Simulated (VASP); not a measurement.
Cd: relaxation of cell and atoms with PBE

The system is Cd.

```
CELL_PARAMETERS angstrom
2.71140 0.00000 0.00000
-1.35570 2.34814 0.00000
0.00000 0.00000 4.37269
ATOMIC_POSITIONS crystal
Cd 0.33333 0.66667 0.25000
Cd 0.66667 0.33333 0.75000
```

```yaml
Program: VASP 6.6.1
Task: relaxation of cell and atoms
Functional: PBE
Potentials_or_basis: VASP PAW PBE potentials, release 64 (Cd)
Cutoff: 600 eV
k_mesh: 16 × 16 × 9
Occupations: fermi-dirac, width 0.05 eV
Spin: no spin polarisation
Target_pressure: 84 GPa
Dipole_correction: no
Further_INCAR_settings: ALGO = Normal; EDIFF = 1e-07; IBRION = 2; EDIFFG = -0.005; NSW = 32; ISIF = 3
```

- Relaxed volume: 14.01 Å³/atom
- Relaxed cell: a = 2.717 Å, b = 2.717 Å, c = 4.382 Å, α = 90.00°, β = 90.00°, γ = 120.00°
- Space group after relaxing (to 0.1 Å): P6_3/mmc (No. 194)
- Energy change on relaxing (the run minimises the enthalpy): -46.9 meV/atom
- Ionic steps: 3
- Pressure after relaxing: 84.0 GPa
- Band gap on the k mesh: zero (bands 12 and 13 overlap by 2.08 eV)

The path:
```csv
step,energy change (eV),largest force (eV/Å),pressure (GPa),volume (Å³)
1,0.0000,0.0000,86.63,27.84
2,-0.4641,0.0000,73.48,28.77
3,-0.0938,0.0000,83.96,28.02
```

Final structure:
```xyz
2
Lattice="2.7171 0.0000 0.0000 -1.3585 2.3531 0.0000 0.0000 0.0000 4.3820" Properties=species:S:1:pos:R:3 pbc="T T T"
Cd    0.0000    1.5687    1.0955
Cd    1.3585    0.7844    3.2865
```

Levels at points of the mesh, in eV from the Fermi level:
```
           k point  band 10  band 11  band 12  band 13  band 14  band 15
(0.00, 0.00, 0.00)    -9.84    -9.84    -5.06    -0.64    13.72    16.34
(0.50, 0.00, 0.00)    -9.57    -4.93    -3.33     3.41     3.42     6.40
```

It took 78 s on 1 thread of AMD EPYC 9R45 96-Core Processor (Zen 5), on a shared host, peak memory 0.18 GiB.

Caveat: the cell is relaxed towards a set pressure, so the run minimises the enthalpy, not the energy.
